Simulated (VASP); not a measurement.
# Au (Fm-3m) in VASP: further runs

Au is run at these levels: BLYP; tasks: single point.

All numbers are computed with VASP 6.6.1; they aren't measurements. Logs are shortened: lines on timing, memory, paths and dates and some standing lists are left out, and cuts for length are marked.

## Step 1: The cell of the first run

It takes space group Fm-3m (No. 225, cubic). The conventional cell has a = 4.153 Å, b = 4.153 Å, c = 4.153 Å, α = 90.00°, β = 90.00°, γ = 90.00°. Au (site symmetry m-3m) has 12 Au at 2.94 Å within 3.9 Å.

## Step 2: Single point, BLYP (volume scaled by 0.92)

File INCAR:

```
  PREC = Accurate
  ENCUT = 520
  EDIFF = 1E-7
  ISMEAR = -1
  SIGMA = 0.1
  LREAL = False
  LASPH = True
  NELM = 100
  ALGO = Normal
  ISIF = 2
  LWAVE = False
  LCHARG = False
  GGA = B5
  ALDAX = 1.0
  AGGAX = 1.0
  AGGAC = 1.0
  ALDAC = 0.0
  NBANDS = 12
```

File KPOINTS:

```
Automatic mesh
0
Gamma
  21 21 21
```

File POSCAR:

```
Au
1.0
    0.0000000000      2.0762865668      2.0762865668
    2.0762865668      0.0000000000      2.0762865668
    2.0762865668      2.0762865668      0.0000000000
Au
1
Direct
    0.0000000000      0.0000000000      0.0000000000
```

Potentials or basis: VASP PAW PBE potentials, release 64 (Au).

Started as:

```bash
$ cat potpaw_PBE.64/Au/POTCAR > POTCAR
$ mpirun -np 1 vasp_std > vasp.out
```

OUTCAR:

```text
PREC = Accurate
   ENCUT = 520
   EDIFF = 1E-7
   ISMEAR = -1
   LREAL = False
   LASPH = True
   NELM = 100
   ISIF = 2
   GGA = B5

 ion  position               nearest neighbor table
   1  0.000  0.000  0.000-

  LATTYP: Found a face centered cubic cell.
 ALAT       =     4.1525731336

  Lattice vectors:

 A1 = (   0.0000000000,   2.0762865668,   2.0762865668)
 A2 = (   2.0762865668,   0.0000000000,   2.0762865668)
 A3 = (   2.0762865668,   2.0762865668,   0.0000000000)

Analysis of symmetry for initial positions (statically):
=====================================================================
 Subroutine PRICEL returns:
 Original cell was already a primitive cell.

 Routine SETGRP: Setting up the symmetry group for a
 face centered cubic supercell.

 Subroutine GETGRP returns: Found 48 space group operations
 (whereof 48 operations were pure point group operations)
 out of a pool of 48 trial point group operations.

The static configuration has the point symmetry O_h .

Analysis of symmetry for dynamics (positions and initial velocities):
=====================================================================
 Subroutine PRICEL returns:
 Original cell was already a primitive cell.

 Routine SETGRP: Setting up the symmetry group for a
 face centered cubic supercell.

 Subroutine GETGRP returns: Found 48 space group operations
 (whereof 48 operations were pure point group operations)
 out of a pool of 48 trial point group operations.

The dynamic configuration has the point symmetry O_h .

 Subroutine INISYM returns: Found 48 space group operations
 (whereof 48 operations are pure point group operations),
 and found     1 'primitive' translations

----------------------------------------------------------------------------------------

                                     Primitive cell

  volume of cell :      17.9016

  direct lattice vectors                    reciprocal lattice vectors
     0.000000000  2.076286567  2.076286567    -0.240814543  0.240814543  0.240814543
     2.076286567  0.000000000  2.076286567     0.240814543 -0.240814543  0.240814543
     2.076286567  2.076286567  0.000000000     0.240814543  0.240814543 -0.240814543

  length of vectors
     2.936312622  2.936312622  2.936312622     0.417103023  0.417103023  0.417103023

  position of ions in fractional coordinates (direct lattice)
     0.000000000  0.000000000  0.000000000

  ion indices of the primitive-cell ions
   primitive index   ion index
                 1           1

----------------------------------------------------------------------------------------

 KPOINTS: Automatic mesh

Automatic generation of k-mesh.
 Grid dimensions read from file:
 generate k-points for:   21   21   21

 Generating k-lattice:

  Cartesian coordinates                     Fractional coordinates (reciprocal lattice)
    -0.011467359  0.011467359  0.011467359     0.047619048  0.000000000  0.000000000
     0.011467359 -0.011467359  0.011467359     0.000000000  0.047619048  0.000000000
     0.011467359  0.011467359 -0.011467359     0.000000000  0.000000000  0.047619048

  Length of vectors
     0.019862049  0.019862049  0.019862049

  Shift w.r.t. Gamma in fractional coordinates (k-lattice)
     0.000000000  0.000000000  0.000000000

 Subroutine IBZKPT returns following result:
 ===========================================

 Found    286 irreducible k-points:

 Following reciprocal coordinates:
            Coordinates               Weight
  0.000000  0.000000  0.000000      1.000000
  0.047619  0.000000  0.000000      8.000000
  0.095238  0.000000  0.000000      8.000000
  0.142857  0.000000  0.000000      8.000000
  0.190476  0.000000  0.000000      8.000000
  0.238095  0.000000  0.000000      8.000000
[... 16 lines left out ...]
 -0.428571  0.047619  0.000000     24.000000
 -0.380952  0.047619  0.000000     24.000000
 [... further k-points ...]
   k-points           NKPTS =    286   k-points in BZ     NKDIM =    286   number of bands    NBANDS=     12
   number of dos      NEDOS =    301   number of ions     NIONS =      1
   total plane-waves  NPLWV =  13824
   dimension x,y,z NGX =    24 NGY =   24 NGZ =   24
   dimension x,y,z NGXF=    48 NGYF=   48 NGZF=   48
   ions per type =               1
   NGX,Y,Z   is equivalent  to a cutoff of  13.59, 13.59, 13.59 a.u.
   NGXF,Y,Z  is equivalent  to a cutoff of  27.18, 27.18, 27.18 a.u.
 SYSTEM =  unknown system
   PREC   = accura    normal or accurate (medium, high low for compatibility)
   ISTART =      0    job   : 0-new  1-cont  2-samecut
   ICHARG =      2    charge: 1-file 2-atom 10-const
   ISPIN  =      1    spin polarized calculation?
   LNONCOLLINEAR =      F non collinear calculations
   LSORBIT =      F    spin-orbit coupling
   LASPH  =      T    aspherical Exc in radial PAW
   ENCUT  =  520.0 eV  38.22 Ry    6.18 a.u.   5.46  5.46  5.46*2*pi/ulx,y,z
   NELM   =    100;   NELMIN=  2; NELMDL= -5     # of ELM steps
   EDIFF  = 0.1E-06   stopping-criterion for ELM
   LREAL  =      F    real-space projection
   EDIFFG = 0.1E-05   stopping-criterion for IOM
   NSW    =      0    number of steps for IOM
   IBRION =     -1    ionic relax: 0-MD 1-quasi-New 2-CG
   NFREE  =      0    steps in history (QN), initial steepest desc. (CG)
   ISIF   =      2    stress and relaxation
   ISYM   =      2    0-nonsym 1-usesym 2-fastsym
   POTIM  = 0.5000    time-step for ionic-motion
   TEBEG  =    0.0;   TEEND  =   0.0 temperature during run
   PSTRESS=    0.0 pullay stress
   NELECT =      11.0000    total number of electrons
   NUPDOWN=      -1.0000    fix difference up-down
   EMIN   =  10.00;   EMAX   =-10.00  energy-range for DOS
   EFERMI =   0.00;   METHOD = LEGACY
   ISMEAR =    -1;   SIGMA  =   0.10  broadening in eV -4-tet -1-fermi 0-gaus
   EFERMI_NEDOS =   21; number of points for ismear=-14 and -15
   IALGO  =     38    algorithm
   IMIX   =      4    mixing-type and parameters
     AMIX     =   0.40;   BMIX     =  1.00
     AMIX_MAG =   1.60;   BMIX_MAG =  1.00
  volume/ion in A,a.u.               =      17.90       120.81
  Fermi-wavevector in a.u.,A,eV,Ry     =   1.391794  2.630110 26.355734  1.937092
  Thomas-Fermi vector in A             =   2.515599
   LORBIT       =      0    0 simple, 1 ext, 2 COOP (PROOUT), +10 PAW based schemes
   GGA     = B5    functional components
   LHFCALC =     F    Hartree Fock is set to
   AEXX    =    0.0000 exact exchange contribution
   IVDW    =     0    specifies the selected vdW correction
   LEPSILON=     F    determine dielectric tensor
   LRPA    =     F    only Hartree local field effects (RPA)
 non-spin polarized calculation
  energy-cutoff  :      520.00
  volume of cell :       17.90
 maximum number of plane-waves:       531
 NGX is ok and might be reduce to    24
   NGX = 11   NGY = 11   NGZ = 11

 number of electron      11.0000002 magnetization

 Free energy of the ion-electron system (eV)
  ---------------------------------------------------
  ext. energy  EPLUGINS =         0.00000000
  ---------------------------------------------------
  free energy    TOTEN  =        -2.40365238 eV

  energy without entropy =       -2.39289198  energy(sigma->0) =       -2.39827218

 E-fermi :   9.3196     XC(G=0): -11.7830

 val. band max:        9.3155626288   @ k =  -0.4286   0.0952   0.0000
 cond. band min:       9.3373527587   @ k =  -0.3810   0.1429   0.0000
 fundamental gap:      0.0217901298
 Fermi energy:         9.3196266664

 k-point     1 :       0.0000    0.0000    0.0000
  band No.  band energies     occupation
      1      -0.0172      2.00000
      2       4.7610      2.00000
      3       4.7610      2.00000
      4       4.7610      2.00000
      5       6.1498      2.00000
      6       6.1498      2.00000
      7      24.1020      0.00000
      8      27.6284      0.00000
      9      27.6284      0.00000
     10      27.6284      0.00000
     11      32.8892      0.00000
     12      36.6191      0.00000

 k-point     2 :       0.0476    0.0000    0.0000
  band No.  band energies     occupation
      1       0.0590      2.00000
      2       4.7382      2.00000
      3       4.7869      2.00000
      4       4.7869      2.00000
      5       6.1386      2.00000
      6       6.1386      2.00000
      7      24.1871      0.00000
      8      27.1175      0.00000
      9      27.7115      0.00000
     10      27.7115      0.00000
     11      33.2919      0.00000
     12      35.4698      0.00000

 k-point     3 :       0.0952    0.0000    0.0000
  band No.  band energies     occupation
      1       0.2830      2.00000
      2       4.6779      2.00000
      3       4.8572      2.00000
      4       4.8572      2.00000
      5       6.1126      2.00000
      6       6.1126      2.00000
      7      24.3870      0.00000
      8      25.9598      0.00000
      9      27.9476      0.00000
     10      27.9476      0.00000
     11      33.0551      0.00000
     12      35.0160      0.00000

 k-point     4 :       0.1429    0.0000    0.0000
  band No.  band energies     occupation
      1       0.6398      2.00000
      2       4.6057      2.00000
      3       4.9482      2.00000
      4       4.9482      2.00000
      5       6.0979      2.00000
      6       6.0979      2.00000
      7      24.0609      0.00000
      8      25.0905      0.00000
      9      28.2898      0.00000
     10      28.2898      0.00000
     11      31.8064      0.00000
     12      33.8459      0.00000

 k-point     5 :       0.1905    0.0000    0.0000
  band No.  band energies     occupation
      1       1.0958      2.00000
      2       4.5691      2.00000
      3       5.0181      2.00000
      4       5.0181      2.00000
      5       6.1368      2.00000
      6       6.1368      2.00000
      7      22.5017      0.00000
      8      25.1897      0.00000
      9      28.6246      0.00000
     10      28.6246      0.00000
     11      30.9212      0.00000
     12      32.7640      0.00000
[... 228 lines left out ...]
      1       2.4226      2.00000
      2       4.7073      2.00000
      3       4.7904      2.00000
      4       6.8717      2.00000
      5       7.2629      2.00000
      6       8.6463      1.99762
      7      12.5617      0.00000
      8      23.6897      0.00000
      9      25.7896      0.00000
     10      25.8895      0.00000
     11      33.6116      0.00000
     12      33.7911      0.00000

 k-point    22 :      -0.4762    0.0476    0.0000
  band No.  band energies     occupation
      1       2.4218      2.00000
      2       4.7011      2.00000
      3       4.7738      2.00000
      4       6.9843      2.00000
      5       7.2468      2.00000
      6       9.0450      1.87939
      7      12.0450      0.00000
      8      23.6382      0.00000
      9      25.6050      0.00000
     10      25.9034      0.00000
     11      33.7522      0.00000
     12      33.7649      0.00000

 k-point    23 :      -0.4286    0.0476    0.0000
  band No.  band energies     occupation
      1       2.4237      2.00000
      2       4.7289      2.00000
      3       4.7900      2.00000
      4       6.8768      2.00000
      5       7.1279      2.00000
      6       8.3707      1.99985
      7      12.9919      0.00000
      8      23.7266      0.00000
      9      25.5958      0.00000
     10      26.3021      0.00000
     11      33.4374      0.00000
     12      33.6628      0.00000

 k-point    24 :      -0.3810    0.0476    0.0000
  band No.  band energies     occupation
      1       2.4137      2.00000
      2       4.7858      2.00000
      3       4.8374      2.00000
      4       6.4363      2.00000
      5       6.9239      2.00000
      6       7.5915      2.00000
      7      14.5618      0.00000
      8      23.9476      0.00000
      9      25.8417      0.00000
     10      26.9724      0.00000
     11      32.8020      0.00000
     12      33.3217      0.00000

 [... further k-points ...]
[... 5 lines left out ...]
  --------------------------------------------------------------------------------------
  -------------------------------------------------------------------------------------
  Total        1.2914612      1.2914612      1.2914612      0.0000000      0.0000000     -0.0000000
  in kB      115.5846250    115.5846250    115.5846250      0.0000000      0.0000000     -0.0000000
  external PRESSURE =     115.5846250 kB  Pullay stress =       0.0000000 kB

 VOLUME and BASIS-vectors are now :
 -----------------------------------------------------------------------------
  energy-cutoff  :      520.00
  volume of cell :       17.90
      direct lattice vectors                 reciprocal lattice vectors
     0.000000000  2.076286567  2.076286567    -0.240814543  0.240814543  0.240814543
     2.076286567  0.000000000  2.076286567     0.240814543 -0.240814543  0.240814543
     2.076286567  2.076286567  0.000000000     0.240814543  0.240814543 -0.240814543

 POSITION                                       TOTAL-FORCE (eV/Angst)
 -----------------------------------------------------------------------------------
      0.00000      0.00000      0.00000         0.000000      0.000000      0.000000
 -----------------------------------------------------------------------------------
    total drift:                               -0.000000      0.000000     -0.000000

  FREE ENERGIE OF THE ION-ELECTRON SYSTEM (eV)
  ---------------------------------------------------
  free  energy   TOTEN  =        -2.4036523751 eV

  energy  without entropy=       -2.3928919756  energy(sigma->0) =       -2.39827218
```

It used 29 s of CPU time on 1 thread of Intel Xeon 6975P-C, with other jobs on the host.

Results:

```
Free energy : -2.4037 eV
Pressure    : 11.6 GPa
```

Caveat: the cell differs from its parent crystal (volume scaled by 0.92); the PAW data sets were made with another functional, which shifts forces and pressure a little; spin-orbit coupling is left out, which moves the levels of the heavy elements.

## Step 3: Single point, BLYP (volume scaled by 0.96)

File INCAR:

```
PREC = Accurate
ENCUT = 520
EDIFF = 1E-6
ISMEAR = -1
SIGMA = 0.1
LREAL = F
LASPH = T
NELM = 80
ALGO = Normal
ISIF = 2
LWAVE = F
LCHARG = F
GGA = B5
ALDAX = 1.0
AGGAX = 1.0
AGGAC = 1.0
ALDAC = 0.0
NBANDS = 12
```

KPOINTS is that of step 2.

File POSCAR:

```
Au
1.0
    0.0000000000      2.1059518114      2.1059518114
    2.1059518114      0.0000000000      2.1059518114
    2.1059518114      2.1059518114      0.0000000000
Au
1
Direct
    0.0000000000      0.0000000000      0.0000000000
```

Potentials or basis: VASP PAW PBE potentials, release 64 (Au).

Started as:

```bash
$ cat potpaw_PBE.64/Au/POTCAR > POTCAR
$ mpirun -np 1 vasp_std > vasp.out
```

OUTCAR:

```text
PREC = Accurate
   ENCUT = 520
   EDIFF = 1E-6
   ISMEAR = -1
   LREAL = F
   LASPH = T
   NELM = 80
   ISIF = 2
   GGA = B5

 ion  position               nearest neighbor table
   1  0.000  0.000  0.000-

  LATTYP: Found a face centered cubic cell.
 ALAT       =     4.2119036228

  Lattice vectors:

 A1 = (   0.0000000000,   2.1059518114,   2.1059518114)
 A2 = (   2.1059518114,   0.0000000000,   2.1059518114)
 A3 = (   2.1059518114,   2.1059518114,   0.0000000000)

Analysis of symmetry for initial positions (statically):
[... 527 lines left out ...]
      4       5.9146      2.00000
      5       6.3115      2.00000
      6       6.9832      2.00000
      7      13.6909      0.00000
      8      23.2681      0.00000
      9      24.8045      0.00000
     10      25.9040      0.00000
     11      31.6579      0.00000
     12      32.0918      0.00000

 [... further k-points ...]
[... 5 lines left out ...]
  --------------------------------------------------------------------------------------
  -------------------------------------------------------------------------------------
  Total        0.6066186      0.6066186      0.6066186      0.0000000     -0.0000000      0.0000000
  in kB       52.0296668     52.0296668     52.0296668      0.0000000     -0.0000000      0.0000000
  external PRESSURE =      52.0296668 kB  Pullay stress =       0.0000000 kB

 VOLUME and BASIS-vectors are now :
 -----------------------------------------------------------------------------
  energy-cutoff  :      520.00
  volume of cell :       18.68
      direct lattice vectors                 reciprocal lattice vectors
     0.000000000  2.105951811  2.105951811    -0.237422337  0.237422337  0.237422337
     2.105951811  0.000000000  2.105951811     0.237422337 -0.237422337  0.237422337
     2.105951811  2.105951811  0.000000000     0.237422337  0.237422337 -0.237422337

 POSITION                                       TOTAL-FORCE (eV/Angst)
 -----------------------------------------------------------------------------------
      0.00000      0.00000      0.00000         0.000000     -0.000000     -0.000000
 -----------------------------------------------------------------------------------
    total drift:                                0.000000      0.000000     -0.000000

  FREE ENERGIE OF THE ION-ELECTRON SYSTEM (eV)
  ---------------------------------------------------
  free  energy   TOTEN  =        -2.4441135379 eV

  energy  without entropy=       -2.4331524429  energy(sigma->0) =       -2.43863299
```

OSZICAR:

```text
N       E                     dE             d eps       ncg     rms          rms(c)
DAV:   1     0.502369816849E+02    0.50237E+02   -0.54254E+03  7044   0.801E+02
DAV:   2    -0.202978648654E+01   -0.52267E+02   -0.49202E+02  8064   0.183E+02
DAV:   3    -0.272818530878E+01   -0.69840E+00   -0.69784E+00  8352   0.207E+01
DAV:   4    -0.273090095684E+01   -0.27156E-02   -0.27155E-02  8244   0.149E+00
DAV:   5    -0.273092478340E+01   -0.23827E-04   -0.23826E-04  8472   0.133E-01    0.683E+00
DAV:   6    -0.245995960126E+01    0.27097E+00   -0.81623E-01  7440   0.708E+00    0.428E+00
DAV:   7    -0.244619216717E+01    0.13767E-01   -0.42289E-02  8196   0.165E+00    0.229E+00
DAV:   8    -0.244412162629E+01    0.20705E-02   -0.95745E-04  7836   0.300E-01    0.222E-01
DAV:   9    -0.244410940706E+01    0.12219E-04   -0.74398E-06  8308   0.241E-02    0.243E-02
DAV:  10    -0.244411360855E+01   -0.42015E-05   -0.33376E-06  8052   0.187E-02    0.438E-03
DAV:  11    -0.244411353789E+01    0.70661E-07   -0.59458E-08  4440   0.194E-03
   1 F= -.24441135E+01 E0= -.24386330E+01  d E =-.109611E-01
```

It used 28 s of CPU time on 1 thread of Intel Xeon 6975P-C, on a shared host.

Results:

- Free energy: -2.4441 eV
- Pressure: 5.2 GPa

Caveat: the cell differs from its parent crystal (volume scaled by 0.96); the PAW data sets were made with another functional, which shifts forces and pressure a little; spin-orbit coupling is left out, which moves the levels of the heavy elements.

## Step 4: Single point, BLYP

This run uses another cell than the first one, of 19.46 Å³/atom, 1.087 times its volume.

File INCAR:

```
  PREC = Accurate
  ENCUT = 520
  EDIFF = 1E-6
  ISMEAR = -1
  SIGMA = 0.1
  LREAL = F
  LASPH = T
  NELM = 100
  ALGO = Normal
  ISIF = 2
  LWAVE = F
  LCHARG = F
  GGA = B5
  ALDAX = 1.0
  AGGAX = 1.0
  AGGAC = 1.0
  ALDAC = 0.0
  NBANDS = 12
```

File KPOINTS:

```
regular mesh
0
Gamma
  21 21 21
```

File POSCAR:

```
Au
1.0
    0.0000000000      2.1348040517      2.1348040517
    2.1348040517      0.0000000000      2.1348040517
    2.1348040517      2.1348040517      0.0000000000
Au
1
Direct
    0.0000000000      0.0000000000      0.0000000000
```

Started as:

```bash
$ cat potpaw_PBE.64/Au/POTCAR > POTCAR
$ mpirun -np 1 vasp_std > vasp.out
```

It used 31 s of CPU time on 1 thread of Intel Xeon 6975P-C, on a shared host.

Results (log left out):

```yaml
Free_energy: -2.4576 eV
Pressure: 0.4 GPa
```

Levels at points of the mesh, in eV from the Fermi level:
```csv
k point,band 4,band 5,band 6,band 7,band 8,band 9
"(0.00, 0.00, 0.00)",-4.14,-2.95,-2.95,14.85,17.87,17.87
```

Caveat: the PAW data sets were made with another functional, which shifts forces and pressure a little; spin-orbit coupling is left out, which moves the levels of the heavy elements.

## Step 5: Overview

```tsv
cell	gap on the mesh (eV)	pressure (GPa)
a = 2.936 Å, angles 60.0°, 1 atom	none	11.6
a = 2.978 Å, angles 60.0°, 1 atom	none	5.2
a = 3.019 Å, angles 60.0°, 1 atom	none	0.4
```

Alike in all rows: task single point; level BLYP; potentials or basis VASP PAW PBE potentials, release 64 (Au); no spin polarisation; k mesh 21 × 21 × 21; cutoff (eV) 520; smearing fermi-dirac 0.1 eV.

Caveats: the PAW data sets were made with another functional, which shifts forces and pressure a little; spin-orbit coupling is left out, which moves the levels of the heavy elements.

Absolute energies hang on the potentials; compare differences alone.
